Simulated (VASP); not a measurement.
# Li4TmGe (Cmmm) in VASP: notebook, part 2 of 2

VASP 6.6.1. Earlier steps stand in the parts before.

## (3) Relaxation of shape and atoms at fixed volume, PBE (21.66 Å³/atom)

This run uses another cell than the first one, of 21.66 Å³/atom.

Contents of INCAR:

```
SYSTEM = Li4TmGe
ALGO = Normal
EDIFF = 1E-7
EDIFFG = -0.01
ENCUT = 750
GGA = PE
GGA_COMPAT = .FALSE.
IBRION = 2
ISIF = 4
ISMEAR = 0
LASPH = .TRUE.
LCHARG = .FALSE.
LMAXMIX = 6
LREAL = .FALSE.
LWAVE = .FALSE.
NELM = 200
NELMIN = 4
NSW = 50
PREC = Accurate
SIGMA = 0.1
```

Contents of KPOINTS:

```
k-points
0
G
  8 8 8
  0 0 0
```

Contents of POSCAR:

```
Li4TmGe
1.0
    2.1071485874     -7.2822412951      0.0000000000
    2.1071485874      7.2822412951      0.0000000000
    0.0000000000      0.0000000000      4.2340084723
Li Tm Ge
4 1 1
Direct
    0.3371635539      0.6628364461      0.0000000000
    0.8288707979      0.1711292021      0.5000000000
    0.1711292021      0.8288707979      0.5000000000
    0.6628364461      0.3371635539      0.0000000000
    0.5000000000      0.5000000000      0.5000000000
    0.0000000000      0.0000000000      0.0000000000
```

Potentials or basis: VASP PAW PBE potentials, release 64 (Li_sv, Tm_3, Ge_d), 4f in core.

Launch:

```sh
$ cat potpaw_PBE.64/Li_sv/POTCAR potpaw_PBE.64/Tm_3/POTCAR potpaw_PBE.64/Ge_d/POTCAR > POTCAR
$ mpirun -np 1 vasp_std > vasp.out
```

OUTCAR:

```text
SYSTEM = Li4TmGe
   EDIFF = 1E-7
   EDIFFG = -0.01
   ENCUT = 750
   GGA = PE
   IBRION = 2
   ISIF = 4
   ISMEAR = 0
   LASPH = .TRUE.
   LREAL = .FALSE.
   NELM = 200
   NELMIN = 4
   NSW = 50
   PREC = Accurate

 ion  position               nearest neighbor table
   1  0.337  0.663  0.000-   5 3.18   5 3.18
   2  0.829  0.171  0.500-
   3  0.171  0.829  0.500-
   4  0.663  0.337  0.000-   5 3.18   5 3.18
   5  0.500  0.500  0.500-   6 2.99   6 2.99   6 2.99   6 2.99   4 3.18   4 3.18   1 3.18   1 3.18

   6  0.000  0.000  0.000-   5 2.99   5 2.99   5 2.99   5 2.99

  LATTYP: Found a base centered orthorhombic cell.
 ALAT       =     4.2142971748
 B/A-ratio  =     3.4559695214
 C/A-ratio  =     1.0046772443

  Lattice vectors:

 A1 = (   2.1071485874,  -7.2822412951,   0.0000000000)
 A2 = (   2.1071485874,   7.2822412951,   0.0000000000)
 A3 = (   0.0000000000,   0.0000000000,   4.2340084723)

Analysis of symmetry for initial positions (statically):
=====================================================================
[... 185 lines left out ...]

  FORCE on cell =-STRESS in cart. coord.  units (eV):
  Direction    XX          YY          ZZ          XY          YZ          ZX
  --------------------------------------------------------------------------------------
  -------------------------------------------------------------------------------------
  Total       -2.0540279     -1.6373228     -2.0099400      0.0000000      0.0000000      0.0000000
  in kB      -25.3264888    -20.1884482    -24.7828779      0.0000000      0.0000000      0.0000000
  external PRESSURE =     -23.4326049 kB  Pullay stress =       0.0000000 kB
[... 187 lines left out ...]
--------------------------------------- Ionic step        6  -------------------------------------------

 number of electron      34.9999998 magnetization

 Free energy of the ion-electron system (eV)
  ---------------------------------------------------
  ext. energy  EPLUGINS =         0.00000000
  ---------------------------------------------------
  free energy    TOTEN  =       -17.88652094 eV

  energy without entropy =      -17.87080997  energy(sigma->0) =      -17.87866545

 E-fermi :   1.9638     XC(G=0):  -8.2977

 val. band max:        1.9601333534   @ k =   0.5000   0.3750   0.1250
 cond. band min:       1.9665605161   @ k =   0.5000   0.5000   0.3750
 fundamental gap:      0.0064271627
 Fermi energy:         1.9638158817

 k-point     1 :       0.0000    0.0000    0.0000
  band No.  band energies     occupation
      1     -44.6705      2.00000
      2     -44.6679      2.00000
      3     -44.5566      2.00000
      4     -44.5526      2.00000
      5     -23.8387      2.00000
      6     -23.6140      2.00000
[... 565 lines left out ...]
     20       3.4373      0.00000
     21       4.2932      0.00000

 [... further k-points ...]

------------------------ aborting loop because EDIFF is reached ----------------------------------------

  FORCE on cell =-STRESS in cart. coord.  units (eV):
  Direction    XX          YY          ZZ          XY          YZ          ZX
  --------------------------------------------------------------------------------------
  -------------------------------------------------------------------------------------
  Total       -1.7605930     -1.7553561     -1.7269190      0.0000000      0.0000000      0.0000000
  in kB      -21.7083890    -21.6438178    -21.2931837      0.0000000      0.0000000      0.0000000
  external PRESSURE =     -21.5484635 kB  Pullay stress =       0.0000000 kB
[... 21 lines left out ...]
  FREE ENERGIE OF THE ION-ELECTRON SYSTEM (eV)
  ---------------------------------------------------
  free  energy   TOTEN  =       -17.8865209384 eV

  energy  without entropy=      -17.8708099652  energy(sigma->0) =      -17.87866545

 reached required accuracy - stopping structural energy minimisation
```

CONTCAR:

```text
Li4TmGe
   1.00000000000000
     2.0952560499907760   -7.3550787193266762    0.0000000000000000
     2.0952560499907760    7.3550787193266762    0.0000000000000000
     0.0000000000000000    0.0000000000000000    4.2158730092080079
  Li              Tm              Ge
     4     1     1
Direct
     0.3380925166723417    0.6619074833276583    0.0000000000000000
     0.8291538666400698    0.1708461333599303    0.5000000000000000
     0.1708461333599303    0.8291538666400698    0.5000000000000000
     0.6619074833276583    0.3380925166723417    0.0000000000000000
     0.5000000000000000    0.5000000000000000    0.5000000000000000
     0.0000000000000000    1.0000000000000000    0.0000000000000000

  0.00000000E+00  0.00000000E+00  0.00000000E+00
  0.00000000E+00  0.00000000E+00  0.00000000E+00
  0.00000000E+00  0.00000000E+00  0.00000000E+00
  0.00000000E+00  0.00000000E+00  0.00000000E+00
  0.00000000E+00  0.00000000E+00  0.00000000E+00
  0.00000000E+00  0.00000000E+00  0.00000000E+00
```

Wall time 72 min (1 thread of Intel Xeon Platinum 8259CL at 2.50GHz (Skylake/Cascade Lake), shared host); peak memory 0.88 GiB.

What came out:

```
Free energy                  : -17.8865 eV
Energy gained by relaxing    : 0.4 meV/atom
Ionic steps                  : 6
Pressure after relaxing      : -2.2 GPa
Largest force after relaxing : 0.010 eV/Å
Band gap on the k mesh       : zero (an odd number of electrons rules out a gap without spin polarisation)
```

Forces on the atoms (eV/Å):
```
Li   0.000 -0.010  0.000
Li   0.000  0.000  0.000
Li   0.000  0.000  0.000
Li   0.000  0.010  0.000
Tm   0.000  0.000  0.000
Ge   0.000  0.000  0.000
```

Step by step:
```tsv
step	energy change (eV)	largest force (eV/Å)	pressure (GPa)	volume (Å³)
1	0.0000	0.0236	-2.34	129.94
2	-0.0008	0.0233	-2.31	129.94
3	-0.0021	0.0228	-2.20	129.94
4	-0.0022	0.0228	-2.17	129.94
5	-0.0023	0.0194	-2.17	129.94
6	-0.0025	0.0098	-2.15	129.94
```

Final structure:
```
Li Tm Ge
1.0
     2.09526   -7.35508    0.00000
     2.09526    7.35508    0.00000
     0.00000    0.00000    4.21587
Li Tm Ge
4 1 1
Direct
  0.33809 0.66191 0.00000
  0.82915 0.17085 0.50000
  0.17085 0.82915 0.50000
  0.66191 0.33809 0.00000
  0.50000 0.50000 0.50000
  0.00000 0.00000 0.00000
```

Caveat: spin-orbit coupling is left out, which moves the levels of the heavy elements; the 4f electrons are frozen in the core, so they carry no moment and show no levels.

The gap in the log of VASP goes by the Fermi energy; the results here count the filled bands.